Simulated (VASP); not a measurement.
CaO:

```
CELL_PARAMETERS angstrom
2.90321 0.00000 0.00000
0.00000 2.90321 0.00000
0.00000 0.00000 2.90321
ATOMIC_POSITIONS crystal
Ca 0.00000 0.00000 0.00000
O 0.50000 0.50000 0.50000
```

Program: VASP 6.6.1. Alike in all runs: no spin polarisation; cell as given; k mesh 8 × 8 × 8; cutoff (eV) 520.

Problem. Order these runs on this cell by their band gap on the k mesh, lowest first.
A. level PBE; potentials or basis VASP PAW PBE potentials, release 64 (Ca_sv, O); smearing fermi-dirac 0.02 eV
B. level LDA; potentials or basis VASP PAW LDA potentials, release 64 (Ca_sv, O); smearing gaussian 0.01 eV
C. level r2SCAN; potentials or basis VASP PAW PBE potentials, release 64 (Ca_sv, O); smearing gaussian 0.01 eV

Solution. B (2.59 eV), A (2.76 eV), C (3.28 eV).

A k mesh can miss the band edges.
